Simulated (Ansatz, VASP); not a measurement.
InPd: VASP beside Ansatz

```
In Pd
1.0
     3.27188    0.00000    0.00000
     0.00000    3.27188    0.00000
     0.00000    0.00000    3.27188
In Pd
1 1
Direct
  0.00000 0.00000 0.00000
  0.50000 0.50000 0.50000
```

Alike in both runs: task relaxation of cell and atoms; functional LDA; k mesh 14 × 14 × 14; occupations gaussian, width 0.1 eV; no spin polarisation.

|  | VASP | Ansatz |
| --- | --- | --- |
| version | VASP 6.6.1 | Ansatz 0.2.0 |
| potentials or method | VASP PAW LDA potentials, release 64 (In_d, Pd), cutoff 600 eV | scalar-relativistic, plane waves, PAW |
| valence electrons in the cell | 23 | 31 |

```tsv
	VASP	Ansatz	Ansatz less VASP
gap on the k mesh at the Fermi level, each at its own relaxed structure (eV)	none	none	-
relaxed volume (Å³/atom)	16.66	16.60	-0.063
relaxed cell length with the largest relative difference (Å)	3.218	3.214	-0.0041
```

LDA's correlation is that of Perdew and Zunger in VASP and of Perdew and Wang (1992) in Ansatz. A gap of «none» marks a metal or a gap that the smearing closes. VASP's potentials hold 23 valence electrons a cell and Ansatz's 31, so a difference there can come from the potentials and not from the codes.
